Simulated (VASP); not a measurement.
NbP:

```
Nb P
1.0
     1.58031   -4.43174    0.00000
     1.58031    4.43174    0.00000
     0.00000    0.00000    4.26056
Nb P
2 2
Cartesian
  1.5803 1.1339 3.1954
  1.5803 -1.1339 1.0651
  1.5803 -3.6190 1.0651
  1.5803 3.6190 3.1954
```

* Program: VASP 6.6.1
* Task: relaxation of cell and atoms
* Functional: r2SCAN
* Dispersion: rVV10
* Potentials or basis: VASP PAW PBE potentials, release 64 (Nb_sv, P)
* Cutoff: 600 eV
* k mesh: 8 × 8 × 6
* Occupations: fermi-dirac, width 0.03 eV
* Spin: no spin polarisation

At the start: pressure 3.5 GPa; volume 14.92 Å³/atom.

**Question.** How do energy, volume and symmetry change on relaxing?

**Answer.** Over 12 steps the energy falls by 7.3 meV/atom and the volume is 15.33 Å³/atom (+2.7 %); space group Cmcm (No. 63, to 0.1 Å) before and after.

The path:
```
step  energy change (eV)  largest force (eV/Å)  pressure (GPa)  volume (Å³)
   1              0.0000                0.1309            3.47        59.68
   2              0.0066                0.3736           -4.94        62.51
   3             -0.0153                0.2502           -0.55        60.95
   4             -0.0220                0.1324           -0.07        61.06
   5             -0.0220                0.1277           -0.05        61.06
   6             -0.0249                0.1021            0.17        61.06
   7             -0.0271                0.1366            0.63        61.04
   8             -0.0285                0.0636           -0.27        61.35
   9             -0.0285                0.0571           -0.35        61.38
  10             -0.0290                0.0216           -0.10        61.34
  11             -0.0291                0.0240           -0.05        61.33
  12             -0.0291                0.0082            0.07        61.30
```

Final structure:
```cif
data_structure
_symmetry_space_group_name_H-M 'P 1'
_symmetry_Int_Tables_number 1
_cell_length_a 4.7192
_cell_length_b 4.7192
_cell_length_c 4.3116
_cell_angle_alpha 90.000
_cell_angle_beta 90.000
_cell_angle_gamma 140.328
_cell_volume 61.30
loop_
_atom_site_label
_atom_site_type_symbol
_atom_site_fract_x
_atom_site_fract_y
_atom_site_fract_z
_atom_site_occupancy
Nb1 Nb 0.37746 0.62254 0.75000 1
Nb2 Nb 0.62254 0.37746 0.25000 1
P1 P 0.90502 0.09498 0.25000 1
P2 P 0.09498 0.90502 0.75000 1
```

Caveat: the PAW data sets were made with another functional, which shifts forces and pressure a little.
